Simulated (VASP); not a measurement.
Set up this calculation in VASP 6.6.1, as the native input.

```
Task                   : single point
Functional             : PBE
Potentials or basis    : VASP PAW PBE potentials, release 64 (Co_sv, O)
Cutoff                 : 700 eV
k mesh                 : 16 × 16 × 16
Occupations            : gaussian, width 0.05 eV
Spin                   : collinear spin, ferromagnetic start
Starting moments       : [3.0, 0.0] μB
Hubbard terms          : Co d U = 4.0 eV
Dipole correction      : no
Further INCAR settings : ALGO = Normal; EDIFF = 1e-06; NBANDS = 22
```

The structure of CoO lies in POSCAR:

```
CoO
1.0
    2.6161540276      0.0000000000      0.0000000000
    0.0000000000      2.6161540276      0.0000000000
    0.0000000000      0.0000000000      2.6161540276
Co O
1 1
Direct
    0.0000000000      0.0000000000      0.0000000000
    0.5000000000      0.5000000000      0.5000000000
```

The input as run:

INCAR

```
SYSTEM = CoO
ALGO = Normal ; EDIFF = 1E-6
ENCUT = 700 ; GGA = PE
GGA_COMPAT = .FALSE. ; ISIF = 2
ISMEAR = 0 ; ISPIN = 2
LASPH = .TRUE. ; LCHARG = .FALSE.
LDAU = .TRUE. ; LDAUJ = 0 0
LDAUL = 2 -1 ; LDAUPRINT = 1
LDAUTYPE = 2 ; LDAUU = 4 0
LMAXMIX = 4 ; LORBIT = 11
LREAL = .FALSE. ; LWAVE = .FALSE.
MAGMOM = 3 0 ; NBANDS = 22
NELM = 200 ; PREC = Accurate
SIGMA = 0.05
```

KPOINTS

```
k-points
0
G
  16 16 16
  0 0 0
```

Potentials or basis: VASP PAW PBE potentials, release 64 (Co_sv, O).

The run is started by

```console
$ cat potpaw_PBE.64/Co_sv/POTCAR potpaw_PBE.64/O/POTCAR > POTCAR
$ mpirun -np 1 vasp_std > vasp.out
```

Results of the run:

* Pressure: 7.4 GPa
* Band gap on the k mesh: 1.30 eV (least direct gap 2.09 eV)
* Net moment: 3.00 μB per cell
* Site moments: Co +2.65; O +0.26 μB
* Valence electrons inside the program's atomic spheres: Co 14.90; O 4.99

Caveat: the cell stands under pressure; a cell with one magnetic atom can't hold antiferromagnetic order, which such compounds often take.

Run time: 5.2 min on 1 thread of AMD EPYC 7R43 64-Core Processor (Zen 3), on a shared host, peak memory 0.22 GiB.
